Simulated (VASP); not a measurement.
# GePt (Pnma) in VASP: relaxation of cell and atoms with PBE

Aim: the relaxation of cell and atoms of GePt with PBE.

Everything below comes from runs of VASP 6.6.1. Logs are shortened: lines on timing, memory, paths and dates and some standing lists are left out, and cuts for length are marked.

**1. The cell of the first run**

Symmetry: Pnma, No. 62, orthorhombic system. Conventional cell: a = 5.732 Å, b = 3.701 Å, c = 6.088 Å, α = 90.00°, β = 90.00°, γ = 90.00°. Within 3.3 Å of Ge (site symmetry m) lie 6 Pt at 2.50 to 2.63 Å and 2 Ge at 3.10 Å. Pt (site symmetry m) has 6 Ge at 2.50 to 2.63 Å and 4 Pt at 2.94 to 3.01 Å within 3.3 Å.

**2. Relaxation of cell and atoms, PBE**

INCAR reads:

```
  PREC = Accurate
  ENCUT = 600
  EDIFF = 1E-7
  ISMEAR = 0
  SIGMA = 0.1
  LREAL = F
  LASPH = T
  NELM = 60
  ALGO = Normal
  ISIF = 3
  LWAVE = F
  LCHARG = F
  GGA = PE
  IBRION = 2
  NSW = 90
  EDIFFG = -0.04
```

KPOINTS reads:

```
regular mesh
0
Gamma
  4 6 4
```

POSCAR reads:

```
GePt
1.0
    5.7319998700      0.0000000000      0.0000000000
    0.0000000000      3.7009999800      0.0000000000
    0.0000000000      0.0000000000      6.0879998200
Ge Pt
4 4
Direct
    0.8050000100      0.7500000000      0.5899999700
    0.1949999900      0.2500000000      0.4100000300
    0.6949999900      0.2500000000      0.0899999700
    0.3050000100      0.7500000000      0.9100000300
    0.9900000100      0.7500000000      0.1949999900
    0.0099999900      0.2500000000      0.8050000100
    0.5099999900      0.2500000000      0.6949999900
    0.4900000100      0.7500000000      0.3050000100
```

Potentials or basis: VASP PAW PBE potentials, release 64 (Ge_d, Pt).

Launch:

```console
$ cat potpaw_PBE.64/Ge_d/POTCAR potpaw_PBE.64/Pt/POTCAR > POTCAR
$ mpirun -np 1 vasp_std > vasp.out
```

OUTCAR:

```text
PREC = Accurate
   ENCUT = 600
   EDIFF = 1E-7
   ISMEAR = 0
   LREAL = F
   LASPH = T
   NELM = 60
   ISIF = 3
   GGA = PE
   IBRION = 2
   NSW = 90
   EDIFFG = -0.04

 ion  position               nearest neighbor table
   1  0.805  0.750  0.590-   8 2.50   6 2.55   6 2.55   7 2.59   7 2.59   5 2.63
   2  0.195  0.250  0.410-   7 2.50   5 2.55   5 2.55   8 2.59   8 2.59   6 2.63
   3  0.695  0.250  0.090-   6 2.50   8 2.55   8 2.55   5 2.59   5 2.59   7 2.63
   4  0.305  0.750  0.910-   5 2.50   7 2.55   7 2.55   6 2.59   6 2.59   8 2.63
   5  0.990  0.750  0.195-   4 2.50   2 2.55   2 2.55   3 2.59   3 2.59   1 2.63   8 2.94   8 2.94
                             6 3.01   6 3.01
   6  0.010  0.250  0.805-   3 2.50   1 2.55   1 2.55   4 2.59   4 2.59   2 2.63   7 2.94   7 2.94
                             5 3.01   5 3.01
   7  0.510  0.250  0.695-   2 2.50   4 2.55   4 2.55   1 2.59   1 2.59   3 2.63   6 2.94   6 2.94
                             8 3.01   8 3.01
   8  0.490  0.750  0.305-   1 2.50   3 2.55   3 2.55   2 2.59   2 2.59   4 2.63   5 2.94   5 2.94
                             7 3.01   7 3.01

  LATTYP: Found a simple orthorhombic cell.
 ALAT       =     3.7009999800
 B/A-ratio  =     1.5487705758
 C/A-ratio  =     1.6449607817

  Lattice vectors:

 A1 = (   0.0000000000,  -3.7009999800,   0.0000000000)
 A2 = (   5.7319998700,   0.0000000000,   0.0000000000)
 A3 = (   0.0000000000,   0.0000000000,   6.0879998200)

Analysis of symmetry for initial positions (statically):
=====================================================================
 Subroutine PRICEL returns:
 Original cell was already a primitive cell.

 Routine SETGRP: Setting up the symmetry group for a
 simple orthorhombic supercell.

 Subroutine GETGRP returns: Found  8 space group operations
 (whereof  2 operations were pure point group operations)
 out of a pool of  8 trial point group operations.

The static configuration has the point symmetry S_2 .
 The point group associated with its full space group is D_2h.

Analysis of symmetry for dynamics (positions and initial velocities):
=====================================================================
 Subroutine PRICEL returns:
 Original cell was already a primitive cell.

 Routine SETGRP: Setting up the symmetry group for a
 simple orthorhombic supercell.

 Subroutine GETGRP returns: Found  8 space group operations
 (whereof  2 operations were pure point group operations)
 out of a pool of  8 trial point group operations.

[... 122 lines left out ...]
   TEBEG  =    0.0;   TEEND  =   0.0 temperature during run
   PSTRESS=    0.0 pullay stress
   NELECT =      96.0000    total number of electrons
   NUPDOWN=      -1.0000    fix difference up-down
   EMIN   =  10.00;   EMAX   =-10.00  energy-range for DOS
   EFERMI =   0.00;   METHOD = LEGACY
   ISMEAR =     0;   SIGMA  =   0.10  broadening in eV -4-tet -1-fermi 0-gaus
   EFERMI_NEDOS =   21; number of points for ismear=-14 and -15
   IALGO  =     38    algorithm
   IMIX   =      4    mixing-type and parameters
     AMIX     =   0.40;   BMIX     =  1.00
     AMIX_MAG =   1.60;   BMIX_MAG =  1.00
  volume/ion in A,a.u.               =      16.14       108.94
  Fermi-wavevector in a.u.,A,eV,Ry     =   1.482969  2.802404 29.921875  2.199196
  Thomas-Fermi vector in A             =   2.596689
   LORBIT       =      0    0 simple, 1 ext, 2 COOP (PROOUT), +10 PAW based schemes
   GGA     = PE    functional components
   LHFCALC =     F    Hartree Fock is set to
   AEXX    =    0.0000 exact exchange contribution
   IVDW    =     0    specifies the selected vdW correction
   LEPSILON=     F    determine dielectric tensor
   LRPA    =     F    only Hartree local field effects (RPA)
 conjugate gradient relaxation of ions
 non-spin polarized calculation
 Gauss-broadening in eV      SIGMA  =   0.10
  energy-cutoff  :      600.00
  volume of cell :      129.15
 maximum number of plane-waves:      4340
 NGX is ok and might be reduce to    48
   NGX = 23   NGY = 15   NGZ = 25

--------------------------------------- Ionic step        1  -------------------------------------------

 number of electron      96.0000034 magnetization

 Free energy of the ion-electron system (eV)
  ---------------------------------------------------
  ext. energy  EPLUGINS =         0.00000000
  ---------------------------------------------------
  free energy    TOTEN  =       -45.99526666 eV

  energy without entropy =      -45.98217466  energy(sigma->0) =      -45.98872066

------------------------ aborting loop because EDIFF is reached ----------------------------------------

  FORCE on cell =-STRESS in cart. coord.  units (eV):
  Direction    XX          YY          ZZ          XY          YZ          ZX
  --------------------------------------------------------------------------------------
  -------------------------------------------------------------------------------------
  Total        7.1386737      6.4092536      5.8965747      0.0000000      0.0000000      0.0000000
  in kB       88.5580868     79.5093410     73.1493552      0.0000000      0.0000000      0.0000000
  external PRESSURE =      80.4055943 kB  Pullay stress =       0.0000000 kB
[... 323 lines left out ...]
--------------------------------------- Ionic step        9  -------------------------------------------

 number of electron      95.9999991 magnetization

 Free energy of the ion-electron system (eV)
  ---------------------------------------------------
  ext. energy  EPLUGINS =         0.00000000
  ---------------------------------------------------
  free energy    TOTEN  =       -46.20049357 eV

  energy without entropy =      -46.18527722  energy(sigma->0) =      -46.19288539

 E-fermi :   9.1007     XC(G=0): -12.2246

 val. band max:        9.0984785022   @ k =   0.5000   0.1667   0.2500
 cond. band min:       9.1099207326   @ k =   0.0000   0.5000   0.2500
 fundamental gap:      0.0114422304
 Fermi energy:         9.1007321220

 k-point     1 :       0.0000    0.0000    0.0000
  band No.  band energies     occupation
      1     -16.0045      2.00000
      2     -15.9977      2.00000
      3     -15.9965      2.00000
      4     -15.9940      2.00000
      5     -15.9819      2.00000
      6     -15.9721      2.00000
[... 1429 lines left out ...]
     56      13.0706      0.00000
     57      14.1754      0.00000

 [... further k-points ...]

------------------------ aborting loop because EDIFF is reached ----------------------------------------

  FORCE on cell =-STRESS in cart. coord.  units (eV):
  Direction    XX          YY          ZZ          XY          YZ          ZX
  --------------------------------------------------------------------------------------
  -------------------------------------------------------------------------------------
  Total        0.0792975      0.0900538      0.0471252      0.0000000      0.0000000      0.0000000
  in kB        0.9426684      1.0705370      0.5602119      0.0000000      0.0000000      0.0000000
  external PRESSURE =       0.8578058 kB  Pullay stress =       0.0000000 kB
[... 23 lines left out ...]
  FREE ENERGIE OF THE ION-ELECTRON SYSTEM (eV)
  ---------------------------------------------------
  free  energy   TOTEN  =       -46.2004935728 eV

  energy  without entropy=      -46.1852772154  energy(sigma->0) =      -46.19288539

 reached required accuracy - stopping structural energy minimisation
```

CONTCAR:

```text
GePt
   1.00000000000000
     5.8344286159264112   -0.0000000000000000    0.0000000000000000
     0.0000000000000000    3.7386723034719789    0.0000000000000000
     0.0000000000000000    0.0000000000000000    6.1786746772886438
  Ge              Pt
     4     4
Direct
     0.8144960776972289    0.7500000000000000    0.5866651659317285
     0.1855039223027712    0.2500000000000000    0.4133348340682714
     0.6855039223027711    0.2500000000000000    0.0866651659317285
     0.3144960776972287    0.7500000000000000    0.9133348340682715
     0.0008415569383651    0.7500000000000000    0.1923911837009287
     0.9991584430616349    0.2500000000000000    0.8076088162990713
     0.4991584430616350    0.2500000000000000    0.6923911837009287
     0.5008415569383651    0.7500000000000000    0.3076088162990713

  0.00000000E+00  0.00000000E+00  0.00000000E+00
  0.00000000E+00  0.00000000E+00  0.00000000E+00
  0.00000000E+00  0.00000000E+00  0.00000000E+00
  0.00000000E+00  0.00000000E+00  0.00000000E+00
  0.00000000E+00  0.00000000E+00  0.00000000E+00
  0.00000000E+00  0.00000000E+00  0.00000000E+00
  0.00000000E+00  0.00000000E+00  0.00000000E+00
  0.00000000E+00  0.00000000E+00  0.00000000E+00
```

Run time: 15 min. Hardware: 1 thread of Intel Xeon 6975P-C (Granite Rapids), shared host; peak memory 0.44 GiB.

Results:

- Free energy: -46.2005 eV
- Relaxed volume: 16.85 Å³/atom
- Relaxed cell: a = 5.834 Å, b = 3.739 Å, c = 6.179 Å, α = 90.00°, β = 90.00°, γ = 90.00°
- Space group after relaxing (to 0.1 Å): Pnma (No. 62)
- Energy gained by relaxing: 25.7 meV/atom
- Ionic steps: 9
- Pressure after relaxing: 0.1 GPa
- Largest force after relaxing: 0.024 eV/Å
- Band gap on the k mesh: zero (bands 48 and 49 overlap by 1.15 eV)

Forces on the atoms (eV/Å):
```
Ge  -0.008  0.000  0.022
Ge   0.008  0.000 -0.022
Ge   0.008  0.000  0.022
Ge  -0.008  0.000 -0.022
Pt   0.010  0.000  0.001
Pt  -0.010  0.000 -0.001
Pt  -0.010  0.000  0.001
Pt   0.010  0.000 -0.001
```

The path:
| step | energy change (eV) | largest force (eV/Å) | pressure (GPa) | volume (Å³) |
| --- | --- | --- | --- | --- |
| 1 | 0.0000 | 0.4695 | 8.04 | 129.15 |
| 2 | 0.1429 | 0.2758 | -9.34 | 144.89 |
| 3 | -0.1576 | 0.2320 | -0.45 | 135.40 |
| 4 | -0.1577 | 0.2361 | -0.31 | 135.28 |
| 5 | -0.1740 | 0.1803 | -0.16 | 135.09 |
| 6 | -0.1930 | 0.1895 | 0.38 | 134.59 |
| 7 | -0.2010 | 0.0927 | -0.74 | 135.48 |
| 8 | -0.2011 | 0.0835 | -0.85 | 135.58 |
| 9 | -0.2052 | 0.0237 | 0.09 | 134.78 |

Final structure:
```xyz
8
Lattice="5.8344 0.0000 0.0000 0.0000 3.7387 0.0000 0.0000 0.0000 6.1787" Properties=species:S:1:pos:R:3 pbc="T T T"
Ge    4.7521    2.8040    3.6248
Ge    1.0823    0.9347    2.5539
Ge    3.9995    0.9347    0.5355
Ge    1.8349    2.8040    5.6432
Pt    0.0049    2.8040    1.1887
Pt    5.8295    0.9347    4.9900
Pt    2.9123    0.9347    4.2781
Pt    2.9221    2.8040    1.9006
```

Caveat: spin-orbit coupling is left out, which moves the levels of the heavy elements.
